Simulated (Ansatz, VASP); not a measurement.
One calculation of CoO, two programs

```
Co O
1.0
     0.00000    2.13150    2.13150
     2.13150    0.00000    2.13150
     2.13150    2.13150    0.00000
Co O
1 1
Direct
  0.00000 0.00000 0.00000
  0.50000 0.50000 0.50000
```

Alike in both runs: task single point; functional PBE; k mesh 20 × 20 × 20; occupations gaussian, width 0.15 eV; collinear spin.

|  | VASP | Ansatz |
| --- | --- | --- |
| version | VASP 6.6.1 | Ansatz 0.2.0 |
| potentials or method | VASP PAW PBE potentials, release 64 (Co, O), cutoff 520 eV | scalar-relativistic, plane waves, PAW |
| valence electrons in the cell | 15 | 23 |

|  | VASP | Ansatz | Ansatz less VASP |
| --- | --- | --- | --- |
| gap on the k mesh at the Fermi level (eV) | none | none | - |
| pressure (GPa) | -2.4 | -1.8 | +0.55 |
| net moment per atom (μB) | 1.44 | 1.46 | +0.016 |
| size of the moment on the site where the two differ most (μB) | 2.55 | 2.49 | -0.058 |

Site moments also hang on the region over which each program counts them. A gap of «none» marks a metal or a gap that the smearing closes. VASP's potentials hold 15 valence electrons a cell and Ansatz's 23, so a difference there can come from the potentials and not from the codes.
